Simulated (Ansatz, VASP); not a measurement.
## Hg: VASP beside Ansatz

```
CELL_PARAMETERS angstrom
3.10054 0.00000 0.00000
-1.55027 2.68515 0.00000
0.00000 0.00000 5.00802
ATOMIC_POSITIONS crystal
Hg 0.33333 0.66667 0.25000
Hg 0.66667 0.33333 0.75000
```

Change from the starting cell: volume scaled by 0.88, PAW files.

Alike in both runs: task single point; functional PBEsol; k mesh 15 × 15 × 8; occupations fermi-dirac, width 0.08 eV; no spin polarisation.

```csv
,VASP,Ansatz
version,VASP 6.6.1,Ansatz 0.2.0
potentials or method,"VASP PAW PBE potentials, release 64 (Hg)","PAW with Ansatz's default frozen-core files, scalar-relativistic"
plane-wave cutoff (eV),520,420
valence electrons in the cell,24,40
```

Ansatz gave:

```
pressure (GPa) : 6.6
```

Problem. Which values does VASP return?

Solution. Pressure (GPa): 7.3.

VASP's potentials were made for PBE, not for PBEsol. The functional is the same, so the differences come from potentials, cutoffs and numerics. VASP's potentials hold 24 valence electrons a cell and Ansatz's 40, so a difference there can come from the potentials and not from the codes.

Neither program's run includes spin-orbit coupling.
